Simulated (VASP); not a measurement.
# W (Fm-3m) in VASP: single point with PBE

Aim: the single point of W with PBE.

Everything below comes from runs of VASP 6.6.1. Logs are shortened: lines on timing, memory, paths and dates and some standing lists are left out, and cuts for length are marked.

### 1 The cell of the first run

Symmetry: Fm-3m, No. 225, cubic system. The conventional cell has a = 4.040 Å, b = 4.040 Å, c = 4.040 Å, α = 90.00°, β = 90.00°, γ = 90.00°. Within 3.8 Å of W (site symmetry m-3m) lie 12 W at 2.86 Å.

This isn't the form of W at room conditions, which is bcc.

### 2 Single point, PBE, non-collinear spin, zero start, spin-orbit coupling

INCAR

```
PREC = Accurate
ENCUT = 520
EDIFF = 1E-6
ISMEAR = 0
SIGMA = 0.05
LREAL = F
LASPH = T
NELM = 150
ALGO = Normal
ISIF = 2
LWAVE = F
LCHARG = F
MAGMOM = 0 0 0
LORBIT = 11
LSORBIT = T
GGA_COMPAT = F
LORBMOM = T
LMAXMIX = 4
GGA = PE
NBANDS = 25
```

KPOINTS

```
regular mesh
0
Gamma
  18 18 18
```

POSCAR

```
W
1.0
    0.0000000000      2.0201839300      2.0201839300
    2.0201839300      0.0000000000      2.0201839300
    2.0201839300      2.0201839300      0.0000000000
W
1
Direct
    0.0000000000      0.0000000000      0.0000000000
```

Potentials or basis: VASP PAW PBE potentials, release 64 (W_sv).

Launch:

```console
$ cat potpaw_PBE.64/W_sv/POTCAR > POTCAR
$ mpirun -np 1 vasp_ncl > vasp.out
```

OUTCAR:

```text
PREC = Accurate
   ENCUT = 520
   EDIFF = 1E-6
   ISMEAR = 0
   LREAL = F
   LASPH = T
   NELM = 150
   ISIF = 2
   LORBIT = 11
   LSORBIT = T
   GGA = PE

 ion  position               nearest neighbor table
   1  0.000  0.000  0.000-

  LATTYP: Found a face centered cubic cell.
 ALAT       =     4.0403678600

  Lattice vectors:

 A1 = (   0.0000000000,   2.0201839300,   2.0201839300)
 A2 = (   2.0201839300,   0.0000000000,   2.0201839300)
 A3 = (   2.0201839300,   2.0201839300,   0.0000000000)

Analysis of symmetry for initial positions (statically):
=====================================================================
 Subroutine PRICEL returns:
 Original cell was already a primitive cell.

 Routine SETGRP: Setting up the symmetry group for a
 face centered cubic supercell.

 Subroutine GETGRP returns: Found 48 space group operations
 (whereof 48 operations were pure point group operations)
 out of a pool of 48 trial point group operations.

The static configuration has the point symmetry O_h .

Analysis of symmetry for dynamics (positions and initial velocities):
=====================================================================
 Subroutine PRICEL returns:
 Original cell was already a primitive cell.

 Routine SETGRP: Setting up the symmetry group for a
 face centered cubic supercell.

 Subroutine GETGRP returns: Found 48 space group operations
 (whereof 48 operations were pure point group operations)
 out of a pool of 48 trial point group operations.

The dynamic configuration has the point symmetry O_h .

Analysis of structural, dynamic, and magnetic symmetry:
=====================================================================
 Subroutine PRICEL returns:
 Original cell was already a primitive cell.

 Routine SETGRP: Setting up the symmetry group for a
 face centered cubic supercell.

 Subroutine GETGRP returns: Found 48 space group operations
 (whereof 48 operations were pure point group operations)
 out of a pool of 48 trial point group operations.

The overall configuration has the point symmetry O_h .

 Subroutine INISYM returns: Found 48 space group operations
 (whereof 48 operations are pure point group operations),
 and found     1 'primitive' translations

----------------------------------------------------------------------------------------

                                     Primitive cell

  volume of cell :      16.4893

  direct lattice vectors                    reciprocal lattice vectors
     0.000000000  2.020183930  2.020183930    -0.247502216  0.247502216  0.247502216
     2.020183930  0.000000000  2.020183930     0.247502216 -0.247502216  0.247502216
     2.020183930  2.020183930  0.000000000     0.247502216  0.247502216 -0.247502216

  length of vectors
     2.856971512  2.856971512  2.856971512     0.428686414  0.428686414  0.428686414

  position of ions in fractional coordinates (direct lattice)
     0.000000000  0.000000000  0.000000000

  ion indices of the primitive-cell ions
   primitive index   ion index
                 1           1

----------------------------------------------------------------------------------------

 KPOINTS: regular mesh

Automatic generation of k-mesh.
 Grid dimensions read from file:
 generate k-points for:   18   18   18

 Generating k-lattice:

  Cartesian coordinates                     Fractional coordinates (reciprocal lattice)
    -0.013750123  0.013750123  0.013750123     0.055555556  0.000000000  0.000000000
     0.013750123 -0.013750123  0.013750123     0.000000000  0.055555556  0.000000000
     0.013750123  0.013750123 -0.013750123     0.000000000  0.000000000  0.055555556

  Length of vectors
     0.023815912  0.023815912  0.023815912

[... 47 lines left out ...]
   ISPIN  =      1    spin polarized calculation?
   LNONCOLLINEAR =      T non collinear calculations
   LSORBIT =      T    spin-orbit coupling
   LASPH  =      T    aspherical Exc in radial PAW
   ENCUT  =  520.0 eV  38.22 Ry    6.18 a.u.   5.31  5.31  5.31*2*pi/ulx,y,z
   NELM   =    150;   NELMIN=  2; NELMDL= -5     # of ELM steps
   EDIFF  = 0.1E-05   stopping-criterion for ELM
   LREAL  =      F    real-space projection
   EDIFFG = 0.1E-04   stopping-criterion for IOM
   NSW    =      0    number of steps for IOM
   IBRION =     -1    ionic relax: 0-MD 1-quasi-New 2-CG
   NFREE  =      0    steps in history (QN), initial steepest desc. (CG)
   ISIF   =      2    stress and relaxation
   ISYM   =      2    0-nonsym 1-usesym 2-fastsym
   POTIM  = 0.5000    time-step for ionic-motion
   TEBEG  =    0.0;   TEEND  =   0.0 temperature during run
   PSTRESS=    0.0 pullay stress
   NELECT =      14.0000    total number of electrons
   NUPDOWN=      -1.0000    fix difference up-down
   EMIN   =  10.00;   EMAX   =-10.00  energy-range for DOS
   EFERMI =   0.00;   METHOD = LEGACY
   ISMEAR =     0;   SIGMA  =   0.05  broadening in eV -4-tet -1-fermi 0-gaus
   EFERMI_NEDOS =   21; number of points for ismear=-14 and -15
   IALGO  =     38    algorithm
   IMIX   =      4    mixing-type and parameters
     AMIX     =   0.40;   BMIX     =  1.00
     AMIX_MAG =   1.60;   BMIX_MAG =  1.00
  volume/ion in A,a.u.               =      16.49       111.28
  Fermi-wavevector in a.u.,A,eV,Ry     =   1.550184  2.929423 32.695761  2.403071
  Thomas-Fermi vector in A             =   2.654884
   LORBIT       =     11    0 simple, 1 ext, 2 COOP (PROOUT), +10 PAW based schemes
   GGA     = PE    functional components
   LHFCALC =     F    Hartree Fock is set to
   AEXX    =    0.0000 exact exchange contribution
   IVDW    =     0    specifies the selected vdW correction
   LEPSILON=     F    determine dielectric tensor
   LRPA    =     F    only Hartree local field effects (RPA)
 Gauss-broadening in eV      SIGMA  =   0.05
  energy-cutoff  :      520.00
  volume of cell :       16.49
 maximum number of plane-waves:       918
 NGX is ok and might be reduce to    24
   NGX = 11   NGY = 11   NGZ = 11

 number of electron      14.0000002 magnetization       0.0000000      0.0000000      0.0000000

 number of electron      14.0000002 magnetization       0.0000000     -0.0000000     -0.0000000

 number of electron      14.0000002 magnetization      -0.0000000      0.0000000      0.0000000

 Free energy of the ion-electron system (eV)
  ---------------------------------------------------
  ext. energy  EPLUGINS =         0.00000000
  ---------------------------------------------------
  free energy    TOTEN  =       -13.34013715 eV

  energy without entropy =      -13.33867705  energy(sigma->0) =      -13.33940710

 E-fermi :  10.4820     XC(G=0): -13.4068

 val. band max:       10.4676407084   @ k =  -0.3889   0.1667   0.0556
 cond. band min:      10.4880600344   @ k =   0.1111   0.1111   0.0000
 fundamental gap:      0.0204193260
 Fermi energy:        10.4820176231

 k-point     1 :       0.0000    0.0000    0.0000
  band No.  band energies     occupation
      1     -63.2538      1.00000
      2     -63.2538      1.00000
      3     -32.9806      1.00000
      4     -32.9806      1.00000
      5     -23.9954      1.00000
      6     -23.9954      1.00000
[... 661 lines left out ...]
     24      27.1880      0.00000
     25      31.3662      0.00000

 [... further k-points ...]

------------------------ aborting loop because EDIFF is reached ----------------------------------------

  FORCE on cell =-STRESS in cart. coord.  units (eV):
  Direction    XX          YY          ZZ          XY          YZ          ZX
  --------------------------------------------------------------------------------------
  -------------------------------------------------------------------------------------
  Total        0.1027017      0.1027017      0.1027017      0.0000000     -0.0000000      0.0000000
  in kB        9.9789655      9.9789655      9.9789655      0.0000000     -0.0000000      0.0000000
  external PRESSURE =       9.9789655 kB  Pullay stress =       0.0000000 kB

 VOLUME and BASIS-vectors are now :
 -----------------------------------------------------------------------------
  energy-cutoff  :      520.00
  volume of cell :       16.49
      direct lattice vectors                 reciprocal lattice vectors
     0.000000000  2.020183930  2.020183930    -0.247502216  0.247502216  0.247502216
     2.020183930  0.000000000  2.020183930     0.247502216 -0.247502216  0.247502216
     2.020183930  2.020183930  0.000000000     0.247502216  0.247502216 -0.247502216

 POSITION                                       TOTAL-FORCE (eV/Angst)
 -----------------------------------------------------------------------------------
      0.00000      0.00000      0.00000         0.000000     -0.000000     -0.000000
 -----------------------------------------------------------------------------------
    total drift:                                0.000000      0.000000      0.000000

  FREE ENERGIE OF THE ION-ELECTRON SYSTEM (eV)
  ---------------------------------------------------
  free  energy   TOTEN  =       -13.3401371474 eV

  energy  without entropy=      -13.3386770521  energy(sigma->0) =      -13.33940710

 orbital moment (x)

 # of ion     p       d       tot
 ----------------------------------------
  1         0.000  -0.000  -0.000
 ----------------------------------------
            0.000  -0.000  -0.000

 orbital moment (y)

 # of ion     p       d       tot
 ----------------------------------------
  1         0.000  -0.000  -0.000
 ----------------------------------------
            0.000  -0.000  -0.000

 orbital moment (z)

 # of ion     p       d       tot
 ----------------------------------------
  1         0.000   0.000   0.000
 ----------------------------------------
            0.000   0.000   0.000

 Spin-Orbit-Coupling matrix elements

 Ion:    1  E_soc:     -1.7146418
 l=   1
     0.0000000    -0.2303951    -0.2303951
    -0.2303951     0.0000000    -0.2303951
    -0.2303951    -0.2303951     0.0000000
 l=   2
     0.0000000    -0.0131242     0.0000000    -0.0131242    -0.0422543
    -0.0131242     0.0000000    -0.0316907    -0.0131242    -0.0105636
     0.0000000    -0.0316907     0.0000000    -0.0316907     0.0000000
    -0.0131242    -0.0131242    -0.0316907     0.0000000    -0.0105636
    -0.0422543    -0.0105636     0.0000000    -0.0105636     0.0000000
 l=   3
     0.0000000     0.0000000     0.0000000     0.0000000     0.0000000     0.0000000     0.0000000
     0.0000000     0.0000000     0.0000000     0.0000000     0.0000000     0.0000000     0.0000000
     0.0000000     0.0000000     0.0000000     0.0000000     0.0000000     0.0000000     0.0000000
     0.0000000     0.0000000     0.0000000     0.0000000     0.0000000     0.0000000     0.0000000
     0.0000000     0.0000000     0.0000000     0.0000000     0.0000000     0.0000000     0.0000000
     0.0000000     0.0000000     0.0000000     0.0000000     0.0000000     0.0000000     0.0000000
     0.0000000     0.0000000     0.0000000     0.0000000     0.0000000     0.0000000     0.0000000

 total charge

# of ion       s       p       d       tot
------------------------------------------
    1        2.405   6.314   3.313  12.032

 magnetization (x)

# of ion       s       p       d       tot
------------------------------------------
    1       -0.000   0.000   0.000   0.000

 magnetization (y)

# of ion       s       p       d       tot
------------------------------------------
    1       -0.000   0.000   0.000   0.000

 magnetization (z)

# of ion       s       p       d       tot
------------------------------------------
    1       -0.000  -0.000   0.000  -0.000
```

It took 2.3 min on 1 thread of Intel Xeon Platinum 8488C (Sapphire Rapids), shared host; peak memory 0.27 GiB.

Results:

| Item | Value |
| --- | --- |
| Free energy | -13.3401 eV |
| Pressure | 1.0 GPa |
| Net moment | 0.00 μB per cell |
| Valence electrons inside the program's atomic spheres | W 12.03 |

Moments on the atoms (μB; x, y, z):
```
W   0.00 0.00 0.00
```
